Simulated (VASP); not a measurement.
# HfN (I-4m2) in VASP: a series of runs, part 2 of 3

VASP 6.6.1. The steps go on from the part before.

### 3 Single point, r2SCAN (strain -0.080 along x and y, +0.080 along z)

Contents of POSCAR:

```
HfN
1.0
    0.0000000000      2.2584362400      2.6512077600
    2.2584362400      0.0000000000      2.6512077600
    2.2584362400      2.2584362400      0.0000000000
Hf N
1 1
Direct
    0.0000000000      0.0000000000      0.0000000000
    0.7500000000      0.7500000000      0.7500000000
```

Contents of INCAR.step1:

```
SYSTEM = HfN
PREC     = Accurate       ! precision mode
ENCUT    = 520            ! plane-wave cutoff, eV
ISMEAR   = 0              ! smearing method
SIGMA    = 0.15           ! smearing width, eV
LREAL    = .FALSE.        ! projectors in reciprocal space
LASPH    = .TRUE.         ! aspherical terms in the spheres
NELM     = 80             ! most SCF steps
NBANDS   = 14             ! bands
GGA      = PE             ! functional
ALGO     = Normal         ! electronic algorithm
EDIFF    = 1E-4           ! SCF threshold, eV
LWAVE    = .TRUE.         ! write WAVECAR
LCHARG   = .FALSE.        ! write CHGCAR
```

Contents of INCAR.step2:

```
SYSTEM = HfN
PREC     = Accurate       ! precision mode
ENCUT    = 520            ! plane-wave cutoff, eV
EDIFF    = 1E-7           ! SCF threshold, eV
ISMEAR   = 0              ! smearing method
SIGMA    = 0.15           ! smearing width, eV
LREAL    = .FALSE.        ! projectors in reciprocal space
LASPH    = .TRUE.         ! aspherical terms in the spheres
NELM     = 80             ! most SCF steps
ALGO     = Normal         ! electronic algorithm
ISIF     = 2              ! what is computed and relaxed
LWAVE    = .FALSE.        ! write WAVECAR
LCHARG   = .TRUE.         ! write CHGCAR
METAGGA  = R2SCAN         ! meta-GGA
LMIXTAU  = .TRUE.       
LELF     = .TRUE.         ! ELF
LVHAR    = .TRUE.       
NBANDS   = 14             ! bands
ISTART   = 1
```

Contents of KPOINTS:

```
regular mesh
0
G
  16 16 16
  0 0 0
```

Potentials or basis: VASP PAW PBE potentials, release 64 (Hf_pv, N).

The run is started by

```bash
cat potpaw_PBE.64/Hf_pv/POTCAR potpaw_PBE.64/N/POTCAR > POTCAR
cp INCAR.step1 INCAR
mpirun -np 1 vasp_std > vasp.out
cp INCAR.step2 INCAR
mpirun -np 1 vasp_std > vasp.out
```

OUTCAR:

```text
SYSTEM = HfN
   PREC = Accurate
   ENCUT = 520
   EDIFF = 1E-7
   ISMEAR = 0
   LREAL = .FALSE.
   LASPH = .TRUE.
   NELM = 80
   ISIF = 2
   METAGGA = R2SCAN
   ISTART = 1

 ion  position               nearest neighbor table
   1  0.000  0.000  0.000-   2 2.08   2 2.08   2 2.08   2 2.08
   2  0.750  0.750  0.750-   1 2.08   1 2.08   1 2.08   1 2.08

  LATTYP: Found a body centered tetragonal cell.
 ALAT       =     3.1939111604
 C/A-ratio  =     1.6601637471

  Lattice vectors:

 A1 = (  -2.2584362400,   0.0000000000,   2.6512077600)
 A2 = (   2.2584362400,   0.0000000000,   2.6512077600)
 A3 = (   0.0000000000,   2.2584362400,  -2.6512077600)

Analysis of symmetry for initial positions (statically):
=====================================================================
 Subroutine PRICEL returns:
 Original cell was already a primitive cell.

 Routine SETGRP: Setting up the symmetry group for a
 body centered tetragonal supercell.

 Subroutine GETGRP returns: Found  8 space group operations
 (whereof  8 operations were pure point group operations)
 out of a pool of 16 trial point group operations.

The static configuration has the point symmetry D_2d.

[... 177 lines left out ...]
      8       5.7605      2.00000
      9       8.2658      0.00000
     10      10.3053      0.00000
     11      11.8418      0.00000
     12      14.8702      0.00000
     13      14.8703      0.00000
     14      18.0971      0.00000
[... 377 lines left out ...]
      1     -25.6368      2.00000
      2     -25.5725      2.00000
      3     -25.5445      2.00000
      4     -10.9951      2.00000
      5       0.0784      2.00000
      6       0.4557      2.00000
      7       0.7579      2.00000
      8       6.2830      1.98763
      9       8.6028      0.00000
     10       9.8067      0.00000
     11      12.0191      0.00000
     12      14.5458      0.00000
     13      15.1701      0.00000
     14      18.0971      0.00000

 [... further k-points ...]

------------------------ aborting loop because EDIFF is reached ----------------------------------------

  FORCE on cell =-STRESS in cart. coord.  units (eV):
  Direction    XX          YY          ZZ          XY          YZ          ZX
  --------------------------------------------------------------------------------------
  -------------------------------------------------------------------------------------
  Total        4.3063316      4.3063316     -0.6927777      0.0000000     -0.0000000      0.0000000
  in kB      255.1106696    255.1106696    -41.0407307      0.0000000     -0.0000000      0.0000000
  external PRESSURE =     156.3935362 kB  Pullay stress =       0.0000000 kB

 VOLUME and BASIS-vectors are now :
 -----------------------------------------------------------------------------
  energy-cutoff  :      520.00
  volume of cell :       27.05
      direct lattice vectors                 reciprocal lattice vectors
     0.000000000  2.258436240  2.651207760    -0.221392126  0.221392126  0.188593292
     2.258436240  0.000000000  2.651207760     0.221392126 -0.221392126  0.188593292
     2.258436240  2.258436240  0.000000000     0.221392126  0.221392126 -0.188593292

 POSITION                                       TOTAL-FORCE (eV/Angst)
 -----------------------------------------------------------------------------------
      0.00000      0.00000      0.00000         0.000000      0.000000      0.000000
      3.38765      3.38765      3.97681        -0.000000     -0.000000     -0.000000
 -----------------------------------------------------------------------------------
    total drift:                                0.000012      0.000012      0.000005

  FREE ENERGIE OF THE ION-ELECTRON SYSTEM (eV)
  ---------------------------------------------------
  free  energy   TOTEN  =       -57.3445787094 eV

  energy  without entropy=      -57.3364587631  energy(sigma->0) =      -57.34051874
```

OUTCAR.step1:

```text
SYSTEM = HfN
   PREC = Accurate
   ENCUT = 520
   ISMEAR = 0
   LREAL = .FALSE.
   LASPH = .TRUE.
[... 631 lines left out ...]
      0.00000      0.00000      0.00000        -0.000000     -0.000000     -0.000000
      3.38765      3.38765      3.97681         0.000000      0.000000      0.000000
 -----------------------------------------------------------------------------------
    total drift:                                0.000001      0.000001     -0.000000

  FREE ENERGIE OF THE ION-ELECTRON SYSTEM (eV)
  ---------------------------------------------------
  free  energy   TOTEN  =       -20.8394535084 eV

  energy  without entropy=      -20.8307503083  energy(sigma->0) =      -20.83510191
```

Run time: 5.7 min. Hardware: 1 thread of Intel Xeon Platinum 8488C (Sapphire Rapids), shared host; peak memory 0.27 GiB.

Results:

```
Free energy            : -57.3446 eV
Pressure               : 15.6 GPa
Band gap on the k mesh : zero (an odd number of electrons rules out a gap without spin polarisation)
```

Stress tensor (GPa, compression positive):
```
25.51  0.00  0.00
 0.00 25.51  0.00
 0.00  0.00 -4.10
```

Caveat: the cell differs from its parent crystal (strain -0.080 along x and y, +0.080 along z); the stress differs along the axes, from -4 to 26 GPa; the PAW data sets were made with another functional, which shifts forces and pressure a little; spin-orbit coupling is left out, which moves the levels of the heavy elements.

### 4 Single point, r2SCAN (strain +0.000 along x and y, -0.080 along z)

Contents of POSCAR:

```
HfN
1.0
    0.0000000000      2.4548220000      2.2584362400
    2.4548220000      0.0000000000      2.2584362400
    2.4548220000      2.4548220000      0.0000000000
Hf N
1 1
Direct
    0.0000000000      0.0000000000      0.0000000000
    0.7500000000      0.7500000000      0.7500000000
```

Contents of INCAR.step1:

```
SYSTEM = HfN
PREC     = Accurate       ! precision mode
ENCUT    = 520            ! plane-wave cutoff, eV
ISMEAR   = 0              ! smearing method
SIGMA    = 0.15           ! smearing width, eV
LREAL    = .False.        ! projectors in reciprocal space
LASPH    = .True.         ! aspherical terms in the spheres
NELM     = 80             ! most SCF steps
NBANDS   = 14             ! bands
GGA      = PE             ! functional
ALGO     = Normal         ! electronic algorithm
EDIFF    = 1E-4           ! SCF threshold, eV
LWAVE    = .True.         ! write WAVECAR
LCHARG   = .False.        ! write CHGCAR
```

Contents of INCAR.step2:

```
SYSTEM = HfN
PREC     = Accurate       ! precision mode
ENCUT    = 520            ! plane-wave cutoff, eV
EDIFF    = 1E-6           ! SCF threshold, eV
ISMEAR   = 0              ! smearing method
SIGMA    = 0.15           ! smearing width, eV
LREAL    = .False.        ! projectors in reciprocal space
LASPH    = .True.         ! aspherical terms in the spheres
NELM     = 80             ! most SCF steps
ALGO     = Normal         ! electronic algorithm
ISIF     = 2              ! what is computed and relaxed
LWAVE    = .False.        ! write WAVECAR
LCHARG   = .False.        ! write CHGCAR
METAGGA  = R2SCAN         ! meta-GGA
LMIXTAU  = .True.       
NBANDS   = 14             ! bands
ISTART   = 1
```

Contents of KPOINTS:

```
regular mesh
0
Gamma
  16 16 16
  0 0 0
```

Potentials or basis: VASP PAW PBE potentials, release 64 (Hf_pv, N).

The run is started by

```bash
cat potpaw_PBE.64/Hf_pv/POTCAR potpaw_PBE.64/N/POTCAR > POTCAR
cp INCAR.step1 INCAR
mpirun -np 1 vasp_std > vasp.out
cp INCAR.step2 INCAR
mpirun -np 1 vasp_std > vasp.out
```

OUTCAR:

```text
SYSTEM = HfN
   PREC = Accurate
   ENCUT = 520
   EDIFF = 1E-6
   ISMEAR = 0
   LREAL = .False.
   LASPH = .True.
   NELM = 80
   ISIF = 2
   METAGGA = R2SCAN
   ISTART = 1

 ion  position               nearest neighbor table
   1  0.000  0.000  0.000-   2 2.07   2 2.07   2 2.07   2 2.07
   2  0.750  0.750  0.750-   1 2.07   1 2.07   1 2.07   1 2.07

  LATTYP: Found a body centered tetragonal cell.
 ALAT       =     3.4716425656
 C/A-ratio  =     1.3010764774

  Lattice vectors:

 A1 = (   0.0000000000,  -2.4548220000,  -2.2584362400)
 A2 = (   0.0000000000,   2.4548220000,  -2.2584362400)
 A3 = (   2.4548220000,   0.0000000000,   2.2584362400)

Analysis of symmetry for initial positions (statically):
=====================================================================
 Subroutine PRICEL returns:
 Original cell was already a primitive cell.

 Routine SETGRP: Setting up the symmetry group for a
 body centered tetragonal supercell.

 Subroutine GETGRP returns: Found  8 space group operations
 (whereof  8 operations were pure point group operations)
 out of a pool of 16 trial point group operations.

The static configuration has the point symmetry D_2d.

Analysis of symmetry for dynamics (positions and initial velocities):
=====================================================================
 Subroutine PRICEL returns:
 Original cell was already a primitive cell.

 Routine SETGRP: Setting up the symmetry group for a
 body centered tetragonal supercell.

 Subroutine GETGRP returns: Found  8 space group operations
 (whereof  8 operations were pure point group operations)
 out of a pool of 16 trial point group operations.

The dynamic configuration has the point symmetry D_2d.

 Subroutine INISYM returns: Found  8 space group operations
 (whereof  8 operations are pure point group operations),
 and found     1 'primitive' translations

----------------------------------------------------------------------------------------

                                     Primitive cell

  volume of cell :      27.2194

  direct lattice vectors                    reciprocal lattice vectors
     0.000000000  2.454822000  2.258436240    -0.203680756  0.203680756  0.221392126
     2.454822000  0.000000000  2.258436240     0.203680756 -0.203680756  0.221392126
     2.454822000  2.454822000  0.000000000     0.203680756  0.203680756 -0.221392126

  length of vectors
     3.335668644  3.335668644  3.471642566     0.363299014  0.363299014  0.363299014

  position of ions in fractional coordinates (direct lattice)
     0.000000000  0.000000000  0.000000000
     0.750000000  0.750000000  0.750000000

  ion indices of the primitive-cell ions
   primitive index   ion index
                 1           1
                 2           2

----------------------------------------------------------------------------------------

 KPOINTS: regular mesh

Automatic generation of k-mesh.
 Grid dimensions read from file:
 generate k-points for:   16   16   16

 Generating k-lattice:

  Cartesian coordinates                     Fractional coordinates (reciprocal lattice)
    -0.012730047  0.012730047  0.013837008     0.062500000  0.000000000  0.000000000
     0.012730047 -0.012730047  0.013837008     0.000000000  0.062500000  0.000000000
     0.012730047  0.012730047 -0.013837008     0.000000000  0.000000000  0.062500000

  Length of vectors
     0.022706188  0.022706188  0.022706188

[... 39 lines left out ...]
   dimension x,y,z NGXF=    56 NGYF=   56 NGZF=   56
   ions per type =               1   1
   NGX,Y,Z   is equivalent  to a cutoff of  13.95, 13.95, 13.41 a.u.
   NGXF,Y,Z  is equivalent  to a cutoff of  27.91, 27.91, 26.82 a.u.
 SYSTEM =  HfN
   PREC   = accura    normal or accurate (medium, high low for compatibility)
   ISTART =      1    job   : 0-new  1-cont  2-samecut
   ICHARG =      0    charge: 1-file 2-atom 10-const
   ISPIN  =      1    spin polarized calculation?
   LNONCOLLINEAR =      F non collinear calculations
   LSORBIT =      F    spin-orbit coupling
   LASPH  =      T    aspherical Exc in radial PAW
   ENCUT  =  520.0 eV  38.22 Ry    6.18 a.u.   6.20  6.20  6.45*2*pi/ulx,y,z
   NELM   =     80;   NELMIN=  2; NELMDL=  0     # of ELM steps
   EDIFF  = 0.1E-05   stopping-criterion for ELM
   LREAL  =      F    real-space projection
   EDIFFG = 0.1E-04   stopping-criterion for IOM
   NSW    =      0    number of steps for IOM
   IBRION =     -1    ionic relax: 0-MD 1-quasi-New 2-CG
   NFREE  =      0    steps in history (QN), initial steepest desc. (CG)
   ISIF   =      2    stress and relaxation
   ISYM   =      2    0-nonsym 1-usesym 2-fastsym
   POTIM  = 0.5000    time-step for ionic-motion
   TEBEG  =    0.0;   TEEND  =   0.0 temperature during run
   PSTRESS=    0.0 pullay stress
   NELECT =      15.0000    total number of electrons
   NUPDOWN=      -1.0000    fix difference up-down
   EMIN   =  10.00;   EMAX   =-10.00  energy-range for DOS
   EFERMI =   0.00;   METHOD = LEGACY
   ISMEAR =     0;   SIGMA  =   0.15  broadening in eV -4-tet -1-fermi 0-gaus
   EFERMI_NEDOS =   21; number of points for ismear=-14 and -15
   IALGO  =     38    algorithm
   IMIX   =      4    mixing-type and parameters
     AMIX     =   0.40;   BMIX     =  1.00
     AMIX_MAG =   1.60;   BMIX_MAG =  1.00
  volume/ion in A,a.u.               =      13.61        91.84
  Fermi-wavevector in a.u.,A,eV,Ry     =   1.342186  2.536363 24.510388  1.801463
  Thomas-Fermi vector in A             =   2.470360
   LORBIT       =      0    0 simple, 1 ext, 2 COOP (PROOUT), +10 PAW based schemes
   METAGGA = R2SCAN    functional components
   LHFCALC =     F    Hartree Fock is set to
   AEXX    =    0.0000 exact exchange contribution
   IVDW    =     0    specifies the selected vdW correction
   LEPSILON=     F    determine dielectric tensor
   LRPA    =     F    only Hartree local field effects (RPA)
 non-spin polarized calculation
 Gauss-broadening in eV      SIGMA  =   0.15
  energy-cutoff  :      520.00
  volume of cell :       27.22
 maximum number of plane-waves:       760
 NGX is ok and might be reduce to    28
   NGX = 13   NGY = 13   NGZ = 13

 number of electron      14.9999999 magnetization

 Free energy of the ion-electron system (eV)
  ---------------------------------------------------
  ext. energy  EPLUGINS =         0.00000000
  ---------------------------------------------------
  free energy    TOTEN  =       -57.57371470 eV

  energy without entropy =      -57.56799247  energy(sigma->0) =      -57.57085358

 E-fermi :   6.4984     XC(G=0): -12.3926

 val. band max:        6.4800435302   @ k =  -0.3750   0.0625   0.2500
 cond. band min:       6.5091511996   @ k =  -0.0625   0.0625   0.0000
 fundamental gap:      0.0291076694
 Fermi energy:         6.4984016285

 k-point     1 :       0.0000    0.0000    0.0000
  band No.  band energies     occupation
      1     -25.6186      2.00000
      2     -25.6011      2.00000
      3     -25.6011      2.00000
      4     -11.2170      2.00000
      5       0.2039      2.00000
      6       0.2039      2.00000
      7       0.4282      2.00000
      8       5.9601      2.00000
      9       8.5062      0.00000
     10       9.6595      0.00000
     11      13.3780      0.00000
     12      13.3780      0.00000
     13      14.8650      0.00000
     14      18.0493      0.00000
[... 377 lines left out ...]
      1     -25.6627      2.00000
      2     -25.6363      2.00000
      3     -25.6089      2.00000
      4     -11.0709      2.00000
      5       0.0101      2.00000
      6       0.2675      2.00000
      7       0.5459      2.00000
      8       6.5092      0.91927
      9       8.2228      0.00000
     10       9.4390      0.00000
     11      13.3028      0.00000
     12      13.8079      0.00000
     13      14.8558      0.00000
     14      18.0493      0.00000

 [... further k-points ...]

------------------------ aborting loop because EDIFF is reached ----------------------------------------

  FORCE on cell =-STRESS in cart. coord.  units (eV):
  Direction    XX          YY          ZZ          XY          YZ          ZX
  --------------------------------------------------------------------------------------
  -------------------------------------------------------------------------------------
  Total        1.9384684      1.9384684      3.8619385      0.0000000      0.0000000     -0.0000000
  in kB      114.1015306    114.1015306    227.3202321      0.0000000      0.0000000     -0.0000000
  external PRESSURE =     151.8410978 kB  Pullay stress =       0.0000000 kB

 VOLUME and BASIS-vectors are now :
 -----------------------------------------------------------------------------
  energy-cutoff  :      520.00
  volume of cell :       27.22
      direct lattice vectors                 reciprocal lattice vectors
     0.000000000  2.454822000  2.258436240    -0.203680756  0.203680756  0.221392126
     2.454822000  0.000000000  2.258436240     0.203680756 -0.203680756  0.221392126
     2.454822000  2.454822000  0.000000000     0.203680756  0.203680756 -0.221392126

 POSITION                                       TOTAL-FORCE (eV/Angst)
 -----------------------------------------------------------------------------------
      0.00000      0.00000      0.00000        -0.000000     -0.000000      0.000000
      3.68223      3.68223      3.38765         0.000000      0.000000     -0.000000
 -----------------------------------------------------------------------------------
    total drift:                               -0.000000     -0.000000     -0.000001

  FREE ENERGIE OF THE ION-ELECTRON SYSTEM (eV)
  ---------------------------------------------------
  free  energy   TOTEN  =       -57.5737146953 eV

  energy  without entropy=      -57.5679924677  energy(sigma->0) =      -57.57085358
```

Wall time 5.4 min (1 thread of Intel Xeon Platinum 8488C (Sapphire Rapids), shared host); peak memory 0.28 GiB.

Results:

```yaml
Free_energy: -57.5737 eV
Pressure: 15.2 GPa
Band_gap_on_the_k_mesh: zero (an odd number of electrons rules out a gap without spin polarisation)
```

Stress tensor (GPa, compression positive):
```
11.41  0.00  0.00
 0.00 11.41  0.00
 0.00  0.00 22.73
```

Caveat: the cell differs from its parent crystal (strain +0.000 along x and y, -0.080 along z); the stress differs along the axes, from 11 to 23 GPa; the PAW data sets were made with another functional, which shifts forces and pressure a little; spin-orbit coupling is left out, which moves the levels of the heavy elements.

(Part 2 of 3 ends here.)

The gap in the log of VASP goes by the Fermi energy; the results here count the filled bands.